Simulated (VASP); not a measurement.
Crystal: AlCu.

```
Al Cu
1.0
     2.92791    0.00000    0.00000
     0.00000    2.92791    0.00000
     0.00000    0.00000    2.92791
Al Cu
1 1
Direct
  0.00000 0.00000 0.00000
  0.50000 0.50000 0.50000
```

Base run:

```yaml
Program: VASP 6.6.1
Functional: LDA
Potentials_or_basis: VASP PAW LDA potentials, release 64 (Al, Cu)
Cutoff: 520 eV
k_mesh: 7 × 7 × 7
Occupations: gaussian, width 0.1 eV
Spin: no spin polarisation
```

Its results: band gap on the k mesh zero (band 7 reaches 13.73 eV, above the bottom of band 8 at 9.30 eV); pressure 1.0 GPa.

**Question.** The run is repeated on the same cell with these changes: potentials or basis from VASP PAW LDA potentials, release 64 (Al, Cu) to VASP PAW LDA potentials, release 64 (Al, Cu_sv_GW); cutoff from 520 eV to 700 eV; further incar settings from ALGO = Normal; EDIFF = 1e-06; NBANDS = 14 to ALGO = Normal; EDIFF = 1e-06; NBANDS = 18; valence electrons from 14 to 22. What comes out?

**Answer.** Band gap on the k mesh zero (band 11 reaches 13.64 eV, above the bottom of band 12 at 9.23 eV); pressure -1.8 GPa.
